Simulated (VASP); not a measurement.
Wanted: the native input for a VASP 6.6.1 run.

* Task: single point
* Functional: LDA
* Potentials or basis: VASP PAW LDA potentials, release 64 (Sn_d, Se)
* Cutoff: 520 eV
* k mesh: 9 × 9 × 9
* Occupations: fermi-dirac, width 0.02 eV
* Spin: no spin polarisation
* Dipole correction: no
* Further INCAR settings: ALGO = Normal; EDIFF = 1e-07; NBANDS = 17

The structure of SnSe lies in POSCAR:

```
SnSe
1.0
    0.0000000000      3.0200000735      3.0200000735
    3.0200000735      0.0000000000      3.0200000735
    3.0200000735      3.0200000735      0.0000000000
Sn Se
1 1
Direct
    0.0000000000      0.0000000000      0.0000000000
    0.5000000000      0.5000000000      0.5000000000
```

This cell differs from its parent crystal: volume scaled by 1.01.

One way to write it, as run:

INCAR

```
SYSTEM = SnSe
ALGO = Normal
EDIFF = 1E-7
ENCUT = 520
GGA = CA
ISIF = 2
ISMEAR = -1
LASPH = .True.
LCHARG = .False.
LREAL = .False.
LWAVE = .False.
NBANDS = 17
NELM = 60
PREC = Accurate
SIGMA = 0.02
```

KPOINTS

```
k-points
0
Gamma
  9 9 9
  0 0 0
```

Potentials or basis: VASP PAW LDA potentials, release 64 (Sn_d, Se).

Run with:

```sh
$ cat potpaw_LDA.64/Sn_d/POTCAR potpaw_LDA.64/Se/POTCAR > POTCAR
$ mpirun -np 1 vasp_std > vasp.out
```

It gave:

```yaml
Pressure: -3.6 GPa
```

Wall time 17 s on 1 thread of Intel(R) Xeon(R) Platinum 8488C (Sapphire Rapids), on a shared host, peak memory 0.17 GiB.
